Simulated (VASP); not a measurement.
Wanted: the native input for a VASP 6.6.1 run.

- Task: single point
- Functional: PBE
- Potentials or basis: VASP PAW PBE potentials, release 64 (Sr_sv, O)
- Cutoff: 520 eV
- k mesh: 9 × 9 × 4
- Occupations: gaussian, width 0.05 eV
- Spin: no spin polarisation
- Dipole correction: no
- Further INCAR settings: ALGO = Normal; EDIFF = 1e-06; NBANDS = 24

The structure of SrO lies in POSCAR:

```
SrO
1.0
    3.5769478779      0.0000000000      0.0000000000
   -1.7884739390      3.0977277303      0.0000000000
    0.0000000000      0.0000000000      6.2426216355
Sr O
2 2
Direct
    0.3333333333      0.6666666667      0.2500000000
    0.6666666667      0.3333333333      0.7500000000
   -0.1026775972     -0.0460014606      0.0000000000
    0.1026775972      0.0460014606      0.5000000000
```

This cell differs from its parent crystal: mode 6 frozen in at -0.285 Å and mode 7 at -0.142 Å (largest displacements).

These files were run (other wordings do the same):

INCAR

```
PREC = Accurate ; ENCUT = 520
EDIFF = 1E-6 ; ISMEAR = 0
SIGMA = 0.05 ; LREAL = False
LASPH = True ; NELM = 60
ALGO = Normal ; ISIF = 2
LWAVE = False ; LCHARG = False
GGA = PE ; NBANDS = 24
```

KPOINTS

```
Automatic mesh
0
Gamma
  9 9 4
```

Potentials or basis: VASP PAW PBE potentials, release 64 (Sr_sv, O).

The run is started by

```bash
$ cat potpaw_PBE.64/Sr_sv/POTCAR potpaw_PBE.64/O/POTCAR > POTCAR
$ mpirun -np 1 vasp_std > vasp.out
```

Results of the run:

The pressure is 3.4 GPa, the largest force is 0.794 eV/Å and the band gap on the k mesh is 3.18 eV, direct.

Caveat: the cell differs from its parent crystal (mode 6 frozen in at -0.285 Å and mode 7 at -0.142 Å (largest displacements)).

It took 91 s on 1 thread of Intel(R) Xeon(R) 6975P-C (Granite Rapids), with other jobs on the host, peak memory 0.3 GiB.
